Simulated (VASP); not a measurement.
Here is a VASP 6.6.1 calculation.

Contents of INCAR:

```
SYSTEM = Co
ALGO = Normal
EDIFF = 1E-6
ENCUT = 520
GGA = CA
ISIF = 2
ISMEAR = -1
ISPIN = 2
LASPH = .True.
LCHARG = .False.
LMAXMIX = 4
LORBIT = 11
LREAL = .False.
LWAVE = .False.
MAGMOM = 1.577 1.603 1.603
NBANDS = 24
NELM = 150
PREC = Accurate
SIGMA = 0.05
```

The input KPOINTS:

```
k-points
0
Gamma
  11 11 15
  0 0 0
```

The input POSCAR:

```
Co
1.0
    3.8034939335      0.0000000000      0.0000000000
   -1.9017469668      3.2939223695      0.0000000000
    0.0000000000      0.0000000000      2.3445860039
Co
3
Direct
    0.0000000000      0.0000000000      0.0000000000
    0.3333333333      0.6666666667      0.5000000000
    0.6666666667      0.3333333333      0.5000000000
```

Potentials or basis: VASP PAW LDA potentials, release 64 (Co).

Command:

```bash
$ cat potpaw_LDA.64/Co/POTCAR > POTCAR
$ mpirun -np 1 vasp_std > vasp.out
```

Predict the net moment.

4.38 μB per cell.

Predict the site moments.

Co +1.48, +1.43 μB.

What does it give for the pressure?

9.2 GPa.

Stress tensor (GPa, compression positive):
```
9.98 0.00 0.00
0.00 9.98 0.00
0.00 0.00 7.64
```
